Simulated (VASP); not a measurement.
# TiS2 (P-3m1) in VASP: a series of runs, part 2 of 2

VASP 6.6.1. The steps go on from the part before.

**3. Single point, r2SCAN (strain +1.5%)**

Contents of POSCAR:

```
TiS2
1.0
    3.4617605591      0.0000000000      0.0000000000
   -1.7308802796      2.9979725860      0.0000000000
    0.0000000000      0.0000000000      5.8248010104
Ti S
1 2
Direct
    0.0000000000      0.0000000000      0.0000000000
    0.3333333333      0.6666666667      0.2383106355
    0.6666666667      0.3333333333      0.7616893645
```

Contents of INCAR.step1:

```
SYSTEM = TiS2
PREC = Accurate ; ENCUT = 550
ISMEAR = -1 ; SIGMA = 0.02
LREAL = .False. ; LASPH = .True.
NELM = 120 ; NBANDS = 19
GGA = PE ; ALGO = Normal
EDIFF = 1E-5 ; LWAVE = .True.
LCHARG = .False. ; GGA_COMPAT = .False.
```

Contents of INCAR.step2:

```
SYSTEM = TiS2
PREC = Accurate ; ENCUT = 550
EDIFF = 1E-6 ; ISMEAR = -1
SIGMA = 0.02 ; LREAL = .False.
LASPH = .True. ; NELM = 120
ALGO = Normal ; ISIF = 2
LWAVE = .False. ; LCHARG = .False.
METAGGA = R2SCAN ; LMIXTAU = .True.
NBANDS = 19 ; ISTART = 1
GGA_COMPAT = .False.
```

Contents of KPOINTS:

```
Automatic mesh
0
Gamma
  12 12 4
  0 0 0
```

Potentials or basis: VASP PAW PBE potentials, release 64 (Ti_sv, S).

The run is started by

```
$ cat potpaw_PBE.64/Ti_sv/POTCAR potpaw_PBE.64/S/POTCAR > POTCAR
$ cp INCAR.step1 INCAR
$ mpirun -np 1 vasp_std > vasp.out
$ cp INCAR.step2 INCAR
$ mpirun -np 1 vasp_std > vasp.out
```

OUTCAR:

```text
SYSTEM = TiS2
   PREC = Accurate
   ENCUT = 550
   EDIFF = 1E-6
   ISMEAR = -1
   LREAL = .False.
   LASPH = .True.
   NELM = 120
   ISIF = 2
   METAGGA = R2SCAN
   ISTART = 1

 ion  position               nearest neighbor table
   1  0.000  0.000  0.000-   2 2.43   3 2.43   3 2.43   2 2.43   3 2.43   2 2.43
   2  0.333  0.667  0.238-   1 2.43   1 2.43   1 2.43
   3  0.667  0.333  0.762-   1 2.43   1 2.43   1 2.43

  LATTYP: Found a hexagonal cell.
 ALAT       =     3.4617605591
 C/A-ratio  =     1.6826123329

  Lattice vectors:

 A1 = (   3.4617605591,   0.0000000000,   0.0000000000)
 A2 = (  -1.7308802796,   2.9979725860,   0.0000000000)
 A3 = (   0.0000000000,   0.0000000000,   5.8248010104)

Analysis of symmetry for initial positions (statically):
=====================================================================
 Subroutine PRICEL returns:
 Original cell was already a primitive cell.

 Routine SETGRP: Setting up the symmetry group for a
 hexagonal supercell.

 Subroutine GETGRP returns: Found 12 space group operations
 (whereof 12 operations were pure point group operations)
 out of a pool of 24 trial point group operations.

The static configuration has the point symmetry D_3d.

Analysis of symmetry for dynamics (positions and initial velocities):
=====================================================================
 Subroutine PRICEL returns:
 Original cell was already a primitive cell.

 Routine SETGRP: Setting up the symmetry group for a
 hexagonal supercell.

 Subroutine GETGRP returns: Found 12 space group operations
 (whereof 12 operations were pure point group operations)
 out of a pool of 24 trial point group operations.

The dynamic configuration has the point symmetry D_3d.
[... 113 lines left out ...]
   NUPDOWN=      -1.0000    fix difference up-down
   EMIN   =  10.00;   EMAX   =-10.00  energy-range for DOS
   EFERMI =   0.00;   METHOD = LEGACY
   ISMEAR =    -1;   SIGMA  =   0.02  broadening in eV -4-tet -1-fermi 0-gaus
   EFERMI_NEDOS =   21; number of points for ismear=-14 and -15
   IALGO  =     38    algorithm
   IMIX   =      4    mixing-type and parameters
     AMIX     =   0.40;   BMIX     =  1.00
     AMIX_MAG =   1.60;   BMIX_MAG =  1.00
  volume/ion in A,a.u.               =      20.15       135.98
  Fermi-wavevector in a.u.,A,eV,Ry     =   1.203215  2.273747 19.697520  1.447727
  Thomas-Fermi vector in A             =   2.338975
   LORBIT       =      0    0 simple, 1 ext, 2 COOP (PROOUT), +10 PAW based schemes
   METAGGA = R2SCAN    functional components
   LHFCALC =     F    Hartree Fock is set to
   AEXX    =    0.0000 exact exchange contribution
   IVDW    =     0    specifies the selected vdW correction
   LEPSILON=     F    determine dielectric tensor
   LRPA    =     F    only Hartree local field effects (RPA)
 non-spin polarized calculation
  energy-cutoff  :      550.00
  volume of cell :       60.45
 maximum number of plane-waves:      1798
 NGX is ok and might be reduce to    28
   NGX = 13   NGY = 13   NGZ = 23

 number of electron      24.0000002 magnetization

 Free energy of the ion-electron system (eV)
  ---------------------------------------------------
  ext. energy  EPLUGINS =         0.00000000
  ---------------------------------------------------
  free energy    TOTEN  =       -33.48152130 eV

  energy without entropy =      -33.48152063  energy(sigma->0) =      -33.48152096

 E-fermi :   4.7806     XC(G=0): -10.3327

 val. band max:        4.6082489064   @ k =   0.0000   0.0000   0.0000
 cond. band min:       4.9573718696   @ k =   0.5000   0.0000   0.5000
 fundamental gap:      0.3491229631
 Fermi energy:         4.7805814364

 k-point     1 :       0.0000    0.0000    0.0000
  band No.  band energies     occupation
      1     -55.4530      2.00000
      2     -30.6246      2.00000
      3     -30.5815      2.00000
      4     -30.5815      2.00000
      5      -9.5131      2.00000
      6      -7.8612      2.00000
[... 505 lines left out ...]
      6      -7.9682      2.00000
[... 11 lines left out ...]
     18      12.4877      0.00000
     19      13.6931      0.00000

 [... further k-points ...]

------------------------ aborting loop because EDIFF is reached ----------------------------------------

  FORCE on cell =-STRESS in cart. coord.  units (eV):
  Direction    XX          YY          ZZ          XY          YZ          ZX
  --------------------------------------------------------------------------------------
  -------------------------------------------------------------------------------------
  Total       -0.6482547     -0.6482547      0.1086107      0.0000000      0.0000000      0.0000000
  in kB      -17.1810820    -17.1810820      2.8785735      0.0000000      0.0000000      0.0000000
  external PRESSURE =     -10.4945301 kB  Pullay stress =       0.0000000 kB

 VOLUME and BASIS-vectors are now :
 -----------------------------------------------------------------------------
  energy-cutoff  :      550.00
  volume of cell :       60.45
      direct lattice vectors                 reciprocal lattice vectors
     3.461760559  0.000000000  0.000000000     0.288870355  0.166779377  0.000000000
    -1.730880280  2.997972586  0.000000000     0.000000000  0.333558754  0.000000000
     0.000000000  0.000000000  5.824801010     0.000000000  0.000000000  0.171679685

 POSITION                                       TOTAL-FORCE (eV/Angst)
 -----------------------------------------------------------------------------------
      0.00000      0.00000      0.00000        -0.000000      0.000000      0.000000
     -0.00000      1.99865      1.38811        -0.000000      0.000000     -0.027527
      1.73088      0.99932      4.43669         0.000000     -0.000000      0.027527
 -----------------------------------------------------------------------------------
    total drift:                                0.000000      0.000000      0.000000

  FREE ENERGIE OF THE ION-ELECTRON SYSTEM (eV)
  ---------------------------------------------------
  free  energy   TOTEN  =       -33.4815212953 eV

  energy  without entropy=      -33.4815206313  energy(sigma->0) =      -33.48152096
```

OUTCAR.step1:

```text
SYSTEM = TiS2
   PREC = Accurate
   ENCUT = 550
   ISMEAR = -1
   LREAL = .False.
   LASPH = .True.
   NELM = 120
[... 752 lines left out ...]
      0.00000      0.00000      0.00000        -0.000000      0.000000      0.000000
     -0.00000      1.99865      1.38811         0.000000     -0.000000      0.079849
      1.73088      0.99932      4.43669        -0.000000      0.000000     -0.079849
 -----------------------------------------------------------------------------------
    total drift:                                0.000000      0.000000      0.000000

  FREE ENERGIE OF THE ION-ELECTRON SYSTEM (eV)
  ---------------------------------------------------
  free  energy   TOTEN  =       -19.9364869014 eV

  energy  without entropy=      -19.9363511602  energy(sigma->0) =      -19.93641903
```

It took 2.1 min on 1 thread of Intel Xeon 6975P-C (Granite Rapids), shared host; peak memory 0.24 GiB.

Results:

| Quantity | Value |
| --- | --- |
| Free energy | -33.4815 eV |
| Pressure | -1.0 GPa |
| Largest force | 0.028 eV/Å |
| Band gap on the k mesh | 0.35 eV (least direct gap 0.70 eV) |

Forces on the atoms (eV/Å):
```
Ti   0.000  0.000  0.000
S    0.000  0.000 -0.028
S    0.000  0.000  0.028
```

Stress tensor (GPa, compression positive):
```
-1.72  0.00  0.00
 0.00 -1.72  0.00
 0.00  0.00  0.29
```

Caveat: the cell differs from its parent crystal (strain +1.5%); semilocal functionals underestimate gaps, and a narrow one can read as zero; the PAW data sets were made with another functional, which shifts forces and pressure a little.
